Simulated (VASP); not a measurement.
Write the native input for VASP 6.6.1 that does the following.

- Task: single point
- Functional: PBE
- Potentials or basis: VASP PAW PBE potentials, release 64 (Al, As)
- Cutoff: 500 eV
- k mesh: 4 × 4 × 4
- Occupations: gaussian, width 0.01 eV
- Spin: no spin polarisation
- Dipole correction: no
- Further INCAR settings: ALGO = Normal; EDIFF = 1e-06; NBANDS = 11

The structure of AlAs lies in POSCAR:

```
AlAs
1.0
    0.0000000000      2.8305000000      2.8305000000
    2.8305000000      0.0000000000      2.8305000000
    2.8305000000      2.8305000000      0.0000000000
Al As
1 1
Direct
    0.0000000000      0.0000000000      0.0000000000
    0.2500000000      0.2500000000      0.2500000000
```

These files were run (other wordings do the same):

INCAR

```
ALGO     = Normal         # electronic algorithm
EDIFF    = 1E-6           # SCF threshold, eV
ENCUT    = 500            # plane-wave cutoff, eV
GGA      = PE             # functional
GGA_COMPAT= F            
ISIF     = 2              # what is computed and relaxed
ISMEAR   = 0              # smearing method
LASPH    = T              # aspherical terms in the spheres
LCHARG   = F              # write CHGCAR
LREAL    = F              # projectors in reciprocal space
LWAVE    = F              # write WAVECAR
NBANDS   = 11             # bands
NELM     = 120            # most SCF steps
PREC     = Accurate       # precision mode
SIGMA    = 0.01           # smearing width, eV
```

KPOINTS

```
k-points
0
Gamma
  4 4 4
```

Potentials or basis: VASP PAW PBE potentials, release 64 (Al, As).

The run is started by

```console
$ cat potpaw_PBE.64/Al/POTCAR potpaw_PBE.64/As/POTCAR > POTCAR
$ mpirun -np 1 vasp_std > vasp.out
```

Results of the run:

The pressure is 3.1 GPa and the band gap on the k mesh is 1.41 eV, indirect (least direct gap 2.05 eV).

Caveat: the k points lie up to 0.48 Å⁻¹ apart.

It took 12 s on 1 thread of Intel Xeon 8259CL, with other jobs on the host, peak memory 0.16 GiB.
